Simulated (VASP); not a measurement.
# Cd (Im-3m) in VASP: a series of runs, part 2 of 2

VASP 6.6.1. Earlier steps stand in the parts before.

### 3 Relaxation of volume and atoms at fixed shape, r2SCAN

This run uses another cell than the first one, of 21.62 Å³/atom, 0.982 times its volume.

The input, POSCAR:

```
Cd
1.0
    3.5100000000      0.0000000000      0.0000000000
    0.0000000000      3.5100000000      0.0000000000
    0.0000000000      0.0000000000      3.5100000000
Cd
2
Direct
    0.0000000000      0.0000000000      0.0000000000
    0.5000000000      0.5000000000      0.5000000000
```

The input, INCAR.step1:

```
ALGO = Normal ; EDIFF = 1E-4
ENCUT = 600 ; GGA = PE
ISMEAR = -1 ; LASPH = T
LCHARG = F ; LREAL = F
LWAVE = T ; NELM = 100
PREC = Accurate ; SIGMA = 0.1
```

The input, INCAR.step2:

```
ALGO = Normal ; EDIFF = 1E-6
EDIFFG = -0.02 ; ENCUT = 600
IBRION = 2 ; ISIF = 8
ISMEAR = -1 ; ISTART = 1
LASPH = T ; LCHARG = F
LMIXTAU = T ; LREAL = F
LWAVE = F ; METAGGA = R2SCAN
NELM = 100 ; NSW = 80
PREC = Accurate ; SIGMA = 0.1
```

The input, KPOINTS:

```
k-points
0
Gamma
  6 6 6
```

Potentials or basis: VASP PAW PBE potentials, release 64 (Cd).

Started as:

```bash
> cat potpaw_PBE.64/Cd/POTCAR > POTCAR
> cp INCAR.step1 INCAR
> mpirun -np 1 vasp_std > vasp.out
> cp INCAR.step2 INCAR
> mpirun -np 1 vasp_std > vasp.out
```

OUTCAR:

```text
EDIFF = 1E-6
   EDIFFG = -0.02
   ENCUT = 600
   IBRION = 2
   ISIF = 8
   ISMEAR = -1
   ISTART = 1
   LASPH = T
   LREAL = F
   METAGGA = R2SCAN
   NELM = 100
   NSW = 80
   PREC = Accurate

 ion  position               nearest neighbor table
   1  0.000  0.000  0.000-   2 3.04   2 3.04   2 3.04   2 3.04   2 3.04   2 3.04   2 3.04   2 3.04

   2  0.500  0.500  0.500-   1 3.04   1 3.04   1 3.04   1 3.04   1 3.04   1 3.04   1 3.04   1 3.04

  LATTYP: Found a simple cubic cell.
 ALAT       =     3.5100000000

  Lattice vectors:

 A1 = (   3.5100000000,   0.0000000000,   0.0000000000)
 A2 = (   0.0000000000,   3.5100000000,   0.0000000000)
 A3 = (   0.0000000000,   0.0000000000,   3.5100000000)

Analysis of symmetry for initial positions (statically):
=====================================================================
 Subroutine PRICEL returns following result:

  LATTYP: Found a body centered cubic cell.
 ALAT       =     3.5100000000

  Lattice vectors:

 A1 = (   1.7550000000,   1.7550000000,  -1.7550000000)
 A2 = (  -1.7550000000,   1.7550000000,   1.7550000000)
 A3 = (   1.7550000000,  -1.7550000000,   1.7550000000)

   2 primitive cells build up your supercell.

 Routine SETGRP: Setting up the symmetry group for a
 simple cubic supercell.

 Subroutine GETGRP returns: Found 48 space group operations
 (whereof 48 operations were pure point group operations)
 out of a pool of 48 trial point group operations.

The static configuration has the point symmetry O_h .

Analysis of symmetry for dynamics (positions and initial velocities):
=====================================================================
 Subroutine PRICEL returns following result:

[... 179 lines left out ...]

 POSITION                                       TOTAL-FORCE (eV/Angst)
 -----------------------------------------------------------------------------------
      0.00000      0.00000      0.00000         0.000000      0.000000      0.000000
      1.75500      1.75500      1.75500        -0.000000     -0.000000     -0.000000
 -----------------------------------------------------------------------------------
    total drift:                                0.000000      0.000000      0.000000

  FREE ENERGIE OF THE ION-ELECTRON SYSTEM (eV)
  ---------------------------------------------------
  free  energy   TOTEN  =       -40.0742887345 eV

  energy  without entropy=      -40.0456780228  energy(sigma->0) =      -40.05998338

--------------------------------------- Ionic step        2  -------------------------------------------

 number of electron      23.9999992 magnetization

 Free energy of the ion-electron system (eV)
  ---------------------------------------------------
  ext. energy  EPLUGINS =         0.00000000
  ---------------------------------------------------
  free energy    TOTEN  =       -40.07774380 eV

  energy without entropy =      -40.04987237  energy(sigma->0) =      -40.06380809

 E-fermi :   2.7057     XC(G=0): -11.7147

 val. band max:        2.6511936253   @ k =   0.3333   0.3333   0.1667
 cond. band min:       2.8123215298   @ k =   0.5000   0.5000   0.3333
 fundamental gap:      0.1611279045
 Fermi energy:         2.7056515291

 k-point     1 :       0.0000    0.0000    0.0000
  band No.  band energies     occupation
      1      -7.4317      2.00000
      2      -7.4317      2.00000
      3      -6.9233      2.00000
      4      -6.9233      2.00000
      5      -6.9233      2.00000
      6      -6.3366      2.00000
[... 357 lines left out ...]
      3      -6.8813      2.00000
      4      -6.8813      2.00000
      5      -6.8813      2.00000
      6      -6.8813      2.00000
[... 8 lines left out ...]
     15       5.1110      0.00000
     16       5.1110      0.00000

------------------------ aborting loop because EDIFF is reached ----------------------------------------

  FORCE on cell =-STRESS in cart. coord.  units (eV):
  Direction    XX          YY          ZZ          XY          YZ          ZX
  --------------------------------------------------------------------------------------
  -------------------------------------------------------------------------------------
  Total        0.0131484      0.0131484      0.0131484      0.0000000      0.0000000      0.0000000
  in kB        0.4768719      0.4768719      0.4768719      0.0000000      0.0000000      0.0000000
  external PRESSURE =       0.4768719 kB  Pullay stress =       0.0000000 kB

 VOLUME and BASIS-vectors are now :
 -----------------------------------------------------------------------------
  energy-cutoff  :      600.00
  volume of cell :       44.18
      direct lattice vectors                 reciprocal lattice vectors
     3.535036652  0.000000000  0.000000000     0.282882498  0.000000000  0.000000000
     0.000000000  3.535036652  0.000000000     0.000000000  0.282882498  0.000000000
     0.000000000  0.000000000  3.535036652     0.000000000  0.000000000  0.282882498

 POSITION                                       TOTAL-FORCE (eV/Angst)
 -----------------------------------------------------------------------------------
      0.00000      0.00000      0.00000        -0.000000     -0.000000     -0.000000
      1.76752      1.76752      1.76752         0.000000      0.000000      0.000000
 -----------------------------------------------------------------------------------
    total drift:                               -0.000000      0.000000      0.000000

  FREE ENERGIE OF THE ION-ELECTRON SYSTEM (eV)
  ---------------------------------------------------
  free  energy   TOTEN  =       -40.0777437989 eV

  energy  without entropy=      -40.0498723727  energy(sigma->0) =      -40.06380809

 reached required accuracy - stopping structural energy minimisation
```

It took 44 s on 1 thread of Intel Xeon 6975P-C (Granite Rapids), shared host; peak memory 0.17 GiB.

Results:

```
Free energy                            : -40.0777 eV
Relaxed volume                         : 22.09 Å³/atom
Relaxed cell                           : a = 3.535 Å, b = 3.535 Å, c = 3.535 Å, α = 90.00°, β = 90.00°, γ = 90.00°
Space group after relaxing (to 0.05 Å) : Im-3m (No. 229)
Energy gained by relaxing              : 1.7 meV/atom
Ionic steps                            : 2
Pressure after relaxing                : 0.0 GPa
Band gap on the k mesh                 : zero (band 12 reaches 6.42 eV, above the bottom of band 13 at 1.89 eV)
```

Step by step:
```
step  energy change (eV)  largest force (eV/Å)  pressure (GPa)  volume (Å³)
   1              0.0000                0.0000            1.10        43.24
   2             -0.0035                0.0000            0.05        44.18
```

Final structure:
```yaml
crystal:
  lattice:
    - [3.53504, 0.00000, 0.00000]
    - [0.00000, 3.53504, 0.00000]
    - [0.00000, 0.00000, 3.53504]
  atoms:
    - { symbol: Cd, position: [0.00000, 0.00000, 0.00000] }
    - { symbol: Cd, position: [0.50000, 0.50000, 0.50000] }
```

Caveat: the PAW data sets were made with another functional, which shifts forces and pressure a little.
